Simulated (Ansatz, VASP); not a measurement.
TiAl in VASP and in Ansatz

File INCAR:

```
  PREC = Accurate
  ENCUT = 520
  EDIFF = 1E-6
  ISMEAR = 0
  SIGMA = 0.1
  LREAL = F
  LASPH = T
  NELM = 60
  ALGO = Normal
  ISIF = 2
  LWAVE = F
  LCHARG = F
  GGA = PE
  NBANDS = 14
```

File KPOINTS:

```
regular mesh
0
Gamma
  14 14 14
```

File POSCAR:

```
TiAl
1.0
    3.0876943017      0.0000000000      0.0000000000
    0.0000000000      3.0876943017      0.0000000000
    0.0000000000      0.0000000000      3.0876943017
Ti Al
1 1
Direct
    0.5000000000      0.5000000000      0.5000000000
    0.0000000000      0.0000000000      0.0000000000
```

Input for Ansatz:

```yaml
crystal:
  lattice:
    - [3.0876943017, 0.0, 0.0]
    - [0.0, 3.0876943017, 0.0]
    - [0.0, 0.0, 3.0876943017]
  atoms:
    - { symbol: Ti, position: [0.5, 0.5, 0.5] }
    - { symbol: Al, position: [0.0, 0.0, 0.0] }
basis:
  ecutwfc: 420
kpoints:
  mp_grid: { grid: [14, 14, 14] }
hamiltonian:
  xc: pbe
scf:
  occupations: { method: gaussian, width: 0.1 }
output:
  forces: true
  stress: true
  eigenvalues: true
```

Alike in both runs: task single point; functional PBE; k mesh 14 × 14 × 14; occupations gaussian, width 0.1 eV; no spin polarisation.

|  | VASP | Ansatz |
| --- | --- | --- |
| version | VASP 6.6.1 | Ansatz 0.2.0 |
| potentials or method | VASP PAW PBE potentials, release 64 (Ti_sv, Al), cutoff 520 eV | scalar-relativistic, plane waves, PAW |
| valence electrons in the cell | 15 | 15 |

```tsv
	VASP	Ansatz	Ansatz less VASP
gap on the k mesh at the Fermi level (eV)	none	none	-
pressure (GPa)	12.6	12.7	+0.09
```

A gap of «none» marks a metal or a gap that the smearing closes. With one functional, cell and mesh, what is left measures potentials, basis and numerics.
